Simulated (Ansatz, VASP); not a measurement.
## HfTiS3: VASP beside Ansatz

```xyz
5
Lattice="4.5170 0.0000 0.0000 0.0000 4.5170 0.0000 0.0000 0.0000 4.5170" Properties=species:S:1:pos:R:3 pbc="T T T"
Hf    0.0000    0.0000    0.0000
Ti    2.2585    2.2585    2.2585
S     0.0000    2.2585    2.2585
S     2.2585    0.0000    2.2585
S     2.2585    2.2585    0.0000
```

Alike in both runs: task relaxation of cell and atoms; functional PBE; k mesh 4 × 4 × 4; occupations gaussian, width 0.1 eV; collinear spin.

|  | VASP | Ansatz |
| --- | --- | --- |
| version | VASP 6.6.1 | Ansatz 0.2.0 |
| potentials or method | VASP PAW PBE potentials, release 64 (Hf_pv, Ti_sv, S), cutoff 600 eV | scalar-relativistic, plane waves, PAW |
| valence electrons in the cell | 40 | 56 |

```tsv
	VASP	Ansatz	Ansatz less VASP
gap on the k mesh at the Fermi level, each at its own relaxed structure (eV)	none	none	-
net moment per atom (μB)	0.00	0.07	+0.072
size of the moment on the site where the two differ most (μB)	0.00	0.22	+0.218
relaxed volume (Å³/atom)	19.51	19.48	-0.022
relaxed length of the cell vector where the two differ most in proportion (Å)	4.603	4.601	-0.0017
```

Site moments also hang on the region over which each program counts them. A gap of «none» marks a metal or a gap that the smearing closes. VASP's potentials hold 40 valence electrons a cell and Ansatz's 56, so a difference there can come from the potentials and not from the codes.

Neither program's run includes spin-orbit coupling. Noted on VASP's run: too few bands were computed for a metal, which touches its energy and stress.
